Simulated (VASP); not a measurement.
BeCd2S3:

```
CELL_PARAMETERS angstrom
3.91317 0.00000 0.00000
0.00000 3.91317 0.00000
0.00000 0.00000 8.50675
ATOMIC_POSITIONS crystal
Be 0.50000 0.50000 0.50000
Cd 0.00000 0.00000 0.00000
Cd 0.50000 0.50000 0.00000
S 0.00000 0.00000 0.32161
S 0.00000 0.00000 0.67839
S 0.00000 0.00000 0.50000
```

The cell was built from a structure type or drawn by symmetry, and may not be a known phase.

| Quantity | Value |
| --- | --- |
| Program | VASP 6.6.1 |
| Task | relaxation of cell and atoms |
| Functional | PBE |
| Potentials or basis | VASP PAW PBE potentials, release 64 (Be, Cd, S) |
| Cutoff | 600 eV |
| k mesh | 4 × 4 × 2 |
| Occupations | gaussian, width 0.1 eV |
| Spin | no spin polarisation |

At the start: pressure 41.0 GPa; volume 21.71 Å³/atom.

How do energy, volume and symmetry change on relaxing?

Over 19 steps the energy falls by 2106.2 meV/atom and the volume is 22.73 Å³/atom (+4.7 %); space group P4/mmm (No. 123, to 0.1 Å) before and after.

Step by step:
```tsv
step	energy change (eV)	largest force (eV/Å)	pressure (GPa)	volume (Å³)
1	0.0000	30.6113	41.05	130.26
2	-10.8099	0.6748	-4.33	236.97
3	-11.0244	0.4329	-4.13	232.06
4	-11.1529	0.2582	-4.00	228.33
5	-11.4519	0.2883	-3.74	211.97
6	-11.6983	0.0439	-3.35	170.84
7	-12.2679	1.1687	-1.72	150.49
8	-12.3070	0.6326	1.85	140.36
9	-12.3683	1.1971	-0.67	146.26
10	-12.3856	1.0655	0.13	144.01
11	-12.3851	1.1091	-0.09	144.60
12	-12.5242	0.4966	-1.69	144.50
13	-12.5291	0.4648	-2.00	144.44
14	-12.6039	0.4154	-0.75	139.04
15	-12.6237	0.2976	0.52	135.15
16	-12.6237	0.2894	0.59	134.93
17	-12.6339	0.1171	0.39	135.30
18	-12.6365	0.0171	0.25	135.61
19	-12.6371	0.0178	-0.08	136.40
```

Final structure:
```yaml
crystal:
  lattice:
    - [3.75598, 0.00000, 0.00000]
    - [0.00000, 3.75598, 0.00000]
    - [0.00000, 0.00000, 9.66907]
  atoms:
    - { symbol: Be, position: [0.50000, 0.50000, 0.50000] }
    - { symbol: Cd, position: [0.00000, 0.00000, 0.00000] }
    - { symbol: Cd, position: [0.50000, 0.50000, 0.00000] }
    - { symbol: S, position: [0.00000, 0.00000, 0.26157] }
    - { symbol: S, position: [0.00000, 0.00000, 0.73843] }
    - { symbol: S, position: [0.00000, 0.00000, 0.50000] }
```

Caveat: the k points lie up to 0.42 Å⁻¹ apart in the final cell, too coarse for converged energies and pressures of a metal.
